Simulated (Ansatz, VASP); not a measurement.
# Two plane-wave programs on Ga2BSb3

The input INCAR:

```
SYSTEM = Ga2BSb3
ALGO = Normal
EDIFF = 1E-7
EDIFFG = -0.04
ENCUT = 600
GGA = PE
IBRION = 2
ISIF = 3
ISMEAR = 0
LASPH = .TRUE.
LCHARG = .FALSE.
LREAL = .FALSE.
LWAVE = .FALSE.
NELM = 100
NSW = 90
PREC = Accurate
SIGMA = 0.1
```

The input KPOINTS:

```
k-points
0
G
  3 3 4
  0 0 0
```

File POSCAR:

```
Ga2BSb3
1.0
    6.4145664300      0.0000000000      0.0000000000
   -3.2072832200      5.5551774900      0.0000000000
    0.0000000000      0.0000000000      4.2678211700
Ga B Sb
2 1 3
Direct
    0.3333333300      0.6666666700      0.5000000000
    0.6666666700      0.3333333300      0.5000000000
    0.0000000000      0.0000000000      0.5000000000
    0.5000000000      0.0000000000      0.5000000000
    0.0000000000      0.5000000000      0.5000000000
    0.5000000000      0.5000000000      0.5000000000
```

Input for Ansatz:

```yaml
crystal:
  lattice:
    - [6.41456643, 0.0, 0.0]
    - [-3.20728322, 5.55517749, 0.0]
    - [0.0, 0.0, 4.26782117]
  atoms:
    - { symbol: Ga, position: [0.33333333, 0.66666667, 0.5] }
    - { symbol: Ga, position: [0.66666667, 0.33333333, 0.5] }
    - { symbol: B, position: [0.0, 0.0, 0.5] }
    - { symbol: Sb, position: [0.5, 0.0, 0.5] }
    - { symbol: Sb, position: [0.0, 0.5, 0.5] }
    - { symbol: Sb, position: [0.5, 0.5, 0.5] }
basis:
  ecutwfc: 420
kpoints:
  mp_grid: { grid: [3, 3, 4] }
hamiltonian:
  xc: pbe
scf:
  occupations: { method: gaussian, width: 0.1 }
  lower_state_search: "off"
output:
  forces: true
  stress: true
  eigenvalues: true
relax:
  adjacent_minimum: "off"
  f_tol: 0.04
  max_steps: 70
  cell: { stress_tol: 0.4 }
```

Alike in both runs: task relaxation of cell and atoms; functional PBE; k mesh 3 × 3 × 4; occupations gaussian, width 0.1 eV; no spin polarisation.

|  | VASP | Ansatz |
| --- | --- | --- |
| version | VASP 6.6.1 | Ansatz 0.2.0 |
| potentials or method | VASP PAW PBE potentials, release 64 (Ga_d, B, Sb), cutoff 600 eV | scalar-relativistic, plane waves, PAW |
| valence electrons in the cell | 44 | 74 |

Ansatz gave:

* gap on the k mesh at the Fermi level, each at its own relaxed structure (eV): none
* relaxed volume (Å³/atom): 38.79
* relaxed cell length with the largest relative difference (Å): 10.055

**Question.** Estimate VASP's values.

**Answer.** gap on the k mesh at the Fermi level, each at its own relaxed structure (eV): none; relaxed volume (Å³/atom): 37.80; relaxed cell length with the largest relative difference (Å): 9.913.

A gap of «none» marks a metal or a gap that the smearing closes. VASP's potentials hold 44 valence electrons a cell and Ansatz's 74, so a difference there can come from the potentials and not from the codes.

The k mesh is coarse, so the values compare programs but aren't converged. Spin-orbit coupling is off throughout. Noted on VASP's run: the volume moved by over 15 % at a fixed basis, so the end points are rough.
